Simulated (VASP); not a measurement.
# Zr4F (Im-3m) in VASP: further runs

Runs on Zr4F. Level: PBE. Tasks: relaxation of cell and atoms, single point.

Program: VASP 6.6.1. These are calculated values, not measurements. Logs are shortened: lines on timing, memory, paths and dates and some standing lists are left out, and cuts for length are marked.

**1. The cell of the first run**

The structure is cubic, space group Im-3m (No. 229). Conventional cell: a = 5.334 Å, b = 5.334 Å, c = 5.334 Å, α = 90.00°, β = 90.00°, γ = 90.00°. Within 3.1 Å of Zr (site symmetry -3m) lie 2 F at 2.31 Å and 6 Zr at 2.67 Å. Within 3.1 Å of F (site symmetry m-3m) lie 8 Zr at 2.31 Å.

**2. Relaxation of cell and atoms, PBE**

INCAR reads:

```
SYSTEM = Zr4F
ALGO     = Normal         ! electronic algorithm
EDIFF    = 1E-6           ! SCF threshold, eV
EDIFFG   = -0.04          ! ionic threshold
ENCUT    = 600            ! plane-wave cutoff, eV
GGA      = PE             ! functional
IBRION   = 2              ! ionic algorithm
ISIF     = 3              ! what is computed and relaxed
ISMEAR   = 0              ! smearing method
LASPH    = .True.         ! aspherical terms in the spheres
LCHARG   = .False.        ! write CHGCAR
LREAL    = .False.        ! projectors in reciprocal space
LWAVE    = .False.        ! write WAVECAR
NELM     = 60             ! most SCF steps
NSW      = 90             ! ionic steps
PREC     = Accurate       ! precision mode
SIGMA    = 0.1            ! smearing width, eV
```

KPOINTS reads:

```
k-points
0
Gamma
  4 4 4
  0 0 0
```

POSCAR reads:

```
Zr4F
1.0
   -2.6668855400      2.6668855400      2.6668855400
    2.6668855400     -2.6668855400      2.6668855400
    2.6668855400      2.6668855400     -2.6668855400
Zr F
4 1
Direct
    0.0000000000      0.0000000000      0.5000000000
    0.5000000000      0.0000000000      0.0000000000
    0.5000000000      0.5000000000      0.5000000000
    0.0000000000      0.5000000000      0.0000000000
    0.0000000000      0.0000000000      0.0000000000
```

Potentials or basis: VASP PAW PBE potentials, release 64 (Zr_sv, F).

On the command line:

```sh
> cat potpaw_PBE.64/Zr_sv/POTCAR potpaw_PBE.64/F/POTCAR > POTCAR
> mpirun -np 1 vasp_std > vasp.out
```

OUTCAR:

```text
SYSTEM = Zr4F
   EDIFF = 1E-6
   EDIFFG = -0.04
   ENCUT = 600
   GGA = PE
   IBRION = 2
   ISIF = 3
   ISMEAR = 0
   LASPH = .True.
   LREAL = .False.
   NELM = 60
   NSW = 90
   PREC = Accurate

 ion  position               nearest neighbor table
   1  0.000  0.000  0.500-   5 2.31   5 2.31   4 2.67   2 2.67   3 2.67   4 2.67   2 2.67   3 2.67
                             3 3.77   4 3.77   2 3.77   2 3.77   3 3.77   4 3.77   3 3.77   3 3.77
   2  0.500  0.000  0.000-   5 2.31   5 2.31   4 2.67   1 2.67   3 2.67   3 2.67   1 2.67   4 2.67
                             4 3.77   4 3.77   1 3.77   4 3.77   1 3.77   3 3.77   3 3.77   4 3.77
   3  0.500  0.500  0.500-   5 2.31   5 2.31   4 2.67   1 2.67   2 2.67   4 2.67   1 2.67   2 2.67
                             2 3.77   1 3.77   1 3.77   4 3.77   2 3.77   4 3.77   1 3.77   1 3.77
   4  0.000  0.500  0.000-   5 2.31   5 2.31   3 2.67   1 2.67   2 2.67   1 2.67   3 2.67   2 2.67
                             2 3.77   2 3.77   1 3.77   2 3.77   3 3.77   3 3.77   1 3.77   2 3.77
   5  0.000  0.000  0.000-   1 2.31   2 2.31   3 2.31   4 2.31   1 2.31   4 2.31   2 2.31   3 2.31

  LATTYP: Found a body centered cubic cell.
 ALAT       =     5.3337710800

  Lattice vectors:

 A1 = (  -2.6668855400,   2.6668855400,   2.6668855400)
 A2 = (   2.6668855400,  -2.6668855400,   2.6668855400)
 A3 = (   2.6668855400,   2.6668855400,  -2.6668855400)

Analysis of symmetry for initial positions (statically):
=====================================================================
 Subroutine PRICEL returns:
 Original cell was already a primitive cell.

 Routine SETGRP: Setting up the symmetry group for a
 body centered cubic supercell.

 Subroutine GETGRP returns: Found 48 space group operations
 (whereof 48 operations were pure point group operations)
 out of a pool of 48 trial point group operations.

The static configuration has the point symmetry O_h .

Analysis of symmetry for dynamics (positions and initial velocities):
=====================================================================
 Subroutine PRICEL returns:
 Original cell was already a primitive cell.

 Routine SETGRP: Setting up the symmetry group for a
 body centered cubic supercell.

 Subroutine GETGRP returns: Found 48 space group operations
 (whereof 48 operations were pure point group operations)
 out of a pool of 48 trial point group operations.

The dynamic configuration has the point symmetry O_h .

 Subroutine INISYM returns: Found 48 space group operations
 (whereof 48 operations are pure point group operations),
 and found     1 'primitive' translations

----------------------------------------------------------------------------------------

                                     Primitive cell

  volume of cell :      75.8705

  direct lattice vectors                    reciprocal lattice vectors
    -2.666885540  2.666885540  2.666885540     0.000000000  0.187484612  0.187484612
     2.666885540 -2.666885540  2.666885540     0.187484612  0.000000000  0.187484612
     2.666885540  2.666885540 -2.666885540     0.187484612  0.187484612  0.000000000

  length of vectors
     4.619181253  4.619181253  4.619181253     0.265143281  0.265143281  0.265143281

  position of ions in fractional coordinates (direct lattice)
     0.000000000  0.000000000  0.500000000
     0.500000000  0.000000000  0.000000000
     0.500000000  0.500000000  0.500000000
     0.000000000  0.500000000  0.000000000
     0.000000000  0.000000000  0.000000000

  ion indices of the primitive-cell ions
   primitive index   ion index
                 1           1
                 2           2
                 3           3
                 4           4
                 5           5

----------------------------------------------------------------------------------------

 KPOINTS: k-points

Automatic generation of k-mesh.
 Grid dimensions read from file:
 generate k-points for:    4    4    4

 Generating k-lattice:

  Cartesian coordinates                     Fractional coordinates (reciprocal lattice)
     0.000000000  0.046871153  0.046871153     0.250000000  0.000000000  0.000000000
     0.046871153  0.000000000  0.046871153     0.000000000  0.250000000  0.000000000
     0.046871153  0.046871153  0.000000000     0.000000000  0.000000000  0.250000000

  Length of vectors
     0.066285820  0.066285820  0.066285820

  Shift w.r.t. Gamma in fractional coordinates (k-lattice)
     0.000000000  0.000000000  0.000000000

 Subroutine IBZKPT returns following result:
 ===========================================

 Found      8 irreducible k-points:

 Following reciprocal coordinates:
            Coordinates               Weight
  0.000000  0.000000  0.000000      1.000000
  0.250000  0.000000  0.000000     12.000000
  0.500000  0.000000  0.000000      6.000000
  0.250000  0.250000  0.000000     24.000000
  0.250000  0.250000  0.250000      2.000000
 -0.250000  0.250000  0.250000      6.000000
  0.500000  0.500000  0.250000     12.000000
  0.500000  0.500000  0.500000      1.000000
   k-points           NKPTS =      8   k-points in BZ     NKDIM =      8   number of bands    NBANDS=     33
   number of dos      NEDOS =    301   number of ions     NIONS =      5
   total plane-waves  NPLWV =  64000
   dimension x,y,z NGX =    40 NGY =   40 NGZ =   40
   dimension x,y,z NGXF=    80 NGYF=   80 NGZF=   80
   ions per type =               4   1
   NGX,Y,Z   is equivalent  to a cutoff of  14.40, 14.40, 14.40 a.u.
   NGXF,Y,Z  is equivalent  to a cutoff of  28.79, 28.79, 28.79 a.u.
 SYSTEM =  Zr4F
   PREC   = accura    normal or accurate (medium, high low for compatibility)
   ISTART =      0    job   : 0-new  1-cont  2-samecut
   ICHARG =      2    charge: 1-file 2-atom 10-const
   ISPIN  =      1    spin polarized calculation?
   LNONCOLLINEAR =      F non collinear calculations
   LSORBIT =      F    spin-orbit coupling
   LASPH  =      T    aspherical Exc in radial PAW
   ENCUT  =  600.0 eV  44.10 Ry    6.64 a.u.   9.23  9.23  9.23*2*pi/ulx,y,z
   NELM   =     60;   NELMIN=  2; NELMDL= -5     # of ELM steps
   EDIFF  = 0.1E-05   stopping-criterion for ELM
   LREAL  =      F    real-space projection
   EDIFFG = -.4E-01   stopping-criterion for IOM
   NSW    =     90    number of steps for IOM
   IBRION =      2    ionic relax: 0-MD 1-quasi-New 2-CG
   NFREE  =      1    steps in history (QN), initial steepest desc. (CG)
   ISIF   =      3    stress and relaxation
   ISYM   =      2    0-nonsym 1-usesym 2-fastsym
   POTIM  = 0.5000    time-step for ionic-motion
   TEBEG  =    0.0;   TEEND  =   0.0 temperature during run
   PSTRESS=    0.0 pullay stress
   NELECT =      55.0000    total number of electrons
   NUPDOWN=      -1.0000    fix difference up-down
   EMIN   =  10.00;   EMAX   =-10.00  energy-range for DOS
   EFERMI =   0.00;   METHOD = LEGACY
   ISMEAR =     0;   SIGMA  =   0.10  broadening in eV -4-tet -1-fermi 0-gaus
   EFERMI_NEDOS =   21; number of points for ismear=-14 and -15
   IALGO  =     38    algorithm
   IMIX   =      4    mixing-type and parameters
     AMIX     =   0.40;   BMIX     =  1.00
     AMIX_MAG =   1.60;   BMIX_MAG =  1.00
  volume/ion in A,a.u.               =      15.17       102.40
  Fermi-wavevector in a.u.,A,eV,Ry     =   1.470634  2.779096 29.426207  2.162765
  Thomas-Fermi vector in A             =   2.585867
   LORBIT       =      0    0 simple, 1 ext, 2 COOP (PROOUT), +10 PAW based schemes
   GGA     = PE    functional components
   LHFCALC =     F    Hartree Fock is set to
   AEXX    =    0.0000 exact exchange contribution
   IVDW    =     0    specifies the selected vdW correction
   LEPSILON=     F    determine dielectric tensor
   LRPA    =     F    only Hartree local field effects (RPA)
 conjugate gradient relaxation of ions
 non-spin polarized calculation
 Gauss-broadening in eV      SIGMA  =   0.10
  energy-cutoff  :      600.00
  volume of cell :       75.87
 maximum number of plane-waves:      2550
 NGX is ok and might be reduce to    40
   NGX = 19   NGY = 19   NGZ = 19

--------------------------------------- Ionic step        1  -------------------------------------------

 number of electron      55.0000008 magnetization

 Free energy of the ion-electron system (eV)
  ---------------------------------------------------
  ext. energy  EPLUGINS =         0.00000000
  ---------------------------------------------------
  free energy    TOTEN  =       -31.55583933 eV

  energy without entropy =      -31.50977039  energy(sigma->0) =      -31.53280486

 E-fermi :  12.5552     XC(G=0): -12.4065

 val. band max:       12.5301396947   @ k =   0.2500   0.0000   0.0000
 cond. band min:      12.6437472775   @ k =   0.2500   0.2500   0.0000
 fundamental gap:      0.1136075827
 Fermi energy:        12.5552234486

 k-point     1 :       0.0000    0.0000    0.0000
  band No.  band energies     occupation
      1     -36.4184      2.00000
      2     -35.6772      2.00000
      3     -35.6772      2.00000
      4     -35.6772      2.00000
      5     -17.1370      2.00000
      6     -15.5776      2.00000
[... 672 lines left out ...]
 POSITION                                       TOTAL-FORCE (eV/Angst)
 -----------------------------------------------------------------------------------
      1.49482      1.49482     -1.49482        -0.000000     -0.000000      0.000000
     -1.49482      1.49482      1.49482        -0.000000     -0.000000      0.000000
      1.49482      1.49482      1.49482         0.000000      0.000000     -0.000000
      1.49482     -1.49482      1.49482         0.000000      0.000000     -0.000000
      0.00000      0.00000     -0.00000        -0.000000     -0.000000      0.000000
 -----------------------------------------------------------------------------------
    total drift:                                0.000000     -0.000000      0.000000

  FREE ENERGIE OF THE ION-ELECTRON SYSTEM (eV)
  ---------------------------------------------------
  free  energy   TOTEN  =       -35.0366676503 eV

  energy  without entropy=      -35.0133199394  energy(sigma->0) =      -35.02499379

--------------------------------------- Ionic step        4  -------------------------------------------

 number of electron      54.9999994 magnetization

 Free energy of the ion-electron system (eV)
  ---------------------------------------------------
  ext. energy  EPLUGINS =         0.00000000
  ---------------------------------------------------
  free energy    TOTEN  =       -35.03754489 eV

  energy without entropy =      -35.01467502  energy(sigma->0) =      -35.02610995

 E-fermi :   8.1906     XC(G=0): -10.7558

 val. band max:        8.1731759273   @ k =   0.2500   0.0000   0.0000
 cond. band min:       8.3074482761   @ k =   0.5000   0.5000   0.5000
 fundamental gap:      0.1342723489
 Fermi energy:         8.1906411167

 k-point     1 :       0.0000    0.0000    0.0000
  band No.  band energies     occupation
      1     -40.7005      2.00000
      2     -40.4834      2.00000
      3     -40.4834      2.00000
      4     -40.4834      2.00000
      5     -19.2216      2.00000
      6     -19.2216      2.00000
[... 299 lines left out ...]
 POSITION                                       TOTAL-FORCE (eV/Angst)
 -----------------------------------------------------------------------------------
      1.49160      1.49160     -1.49160         0.000000     -0.000000      0.000000
     -1.49160      1.49160      1.49160        -0.000000      0.000000      0.000000
      1.49160      1.49160      1.49160        -0.000000      0.000000      0.000000
      1.49160     -1.49160      1.49160         0.000000     -0.000000     -0.000000
      0.00000      0.00000     -0.00000        -0.000000      0.000000     -0.000000
 -----------------------------------------------------------------------------------
    total drift:                                0.000000     -0.000000      0.000000

  FREE ENERGIE OF THE ION-ELECTRON SYSTEM (eV)
  ---------------------------------------------------
  free  energy   TOTEN  =       -35.0375448875 eV

  energy  without entropy=      -35.0146750189  energy(sigma->0) =      -35.02610995

 reached required accuracy - stopping structural energy minimisation
```

Wall time 63 s (1 thread of Intel Xeon 6975P-C (Granite Rapids), shared host); peak memory 0.24 GiB.

What came out:

```
Free energy                            : -35.0375 eV
Relaxed volume                         : 21.24 Å³/atom
Relaxed cell                           : a = 5.167 Å, b = 5.167 Å, c = 5.167 Å, α = 109.47°, β = 109.47°, γ = 109.47°
Space group after relaxing (to 0.05 Å) : Im-3m (No. 229)
Energy gained by relaxing              : 696.3 meV/atom
Ionic steps                            : 4
Pressure after relaxing                : 0.0 GPa
```

The path:
| step | energy change (eV) | largest force (eV/Å) | pressure (GPa) | volume (Å³) |
| --- | --- | --- | --- | --- |
| 1 | 0.0000 | 0.0000 | 47.12 | 75.87 |
| 2 | -2.1077 | 0.0000 | -12.60 | 136.18 |
| 3 | -3.4808 | 0.0000 | -0.44 | 106.89 |
| 4 | -3.4817 | 0.0000 | 0.04 | 106.19 |

Final structure:
```xyz
5
Lattice="-2.9832 2.9832 2.9832 2.9832 -2.9832 2.9832 2.9832 2.9832 -2.9832" Properties=species:S:1:pos:R:3 pbc="T T T"
Zr    1.4916    1.4916   -1.4916
Zr   -1.4916    1.4916    1.4916
Zr    1.4916    1.4916    1.4916
Zr    1.4916   -1.4916    1.4916
F     0.0000    0.0000    0.0000
```

Caveat: the k points lie up to 0.37 Å⁻¹ apart in the final cell; the volume moved by over 15 % at a fixed basis, so the end points are rough; an odd number of electrons without spin polarisation forces a metal; a magnetic or distorted state may lie lower.

**3. Single point, PBE**

This run uses another cell than the first one, of 21.22 Å³/atom, 1.398 times its volume.

INCAR reads:

```
ALGO = Normal
EDIFF = 1E-6
ENCUT = 520
GGA = PE
ISIF = 2
ISMEAR = 0
LASPH = True
LCHARG = False
LREAL = False
LWAVE = False
NBANDS = 36
NELM = 60
PREC = Accurate
SIGMA = 0.1
```

KPOINTS reads:

```
k-points
0
Gamma
  10 10 10
```

POSCAR, as its differences from that of step 2:

```diff
@@ -2,5 +2,5 @@
 1.0
-   -2.6668855400      2.6668855400      2.6668855400
-    2.6668855400     -2.6668855400      2.6668855400
-    2.6668855400      2.6668855400     -2.6668855400
+   -2.9822879652      2.9822879652      2.9822879652
+    2.9822879652     -2.9822879652      2.9822879652
+    2.9822879652      2.9822879652     -2.9822879652
 Zr F
```

Potentials or basis: VASP PAW PBE potentials, release 64 (Zr_sv, F).

On the command line:

```sh
> cat potpaw_PBE.64/Zr_sv/POTCAR potpaw_PBE.64/F/POTCAR > POTCAR
> mpirun -np 1 vasp_std > vasp.out
```

Wall time 77 s (1 thread of Intel Xeon 6975P-C (Granite Rapids), shared host); peak memory 0.31 GiB.

It converged, with:

```
Free energy : -34.9656 eV
Pressure    : 0.0 GPa
```

Levels at points of the mesh, in eV from the Fermi level:
| k point | band 26 | band 27 | band 28 | band 29 | band 30 | band 31 |
| --- | --- | --- | --- | --- | --- | --- |
| (0.00, 0.00, 0.00) | -0.93 | -0.68 | -0.68 | -0.68 | 2.49 | 2.49 |
| (0.50, 0.00, 0.00) | -0.16 | 0.34 | 0.35 | 0.45 | 0.75 | 0.82 |
| (0.50, 0.50, 0.50) | -1.04 | -0.41 | -0.41 | -0.41 | 0.11 | 0.11 |

Caveat: an odd number of electrons without spin polarisation forces a metal; a magnetic or distorted state may lie lower.
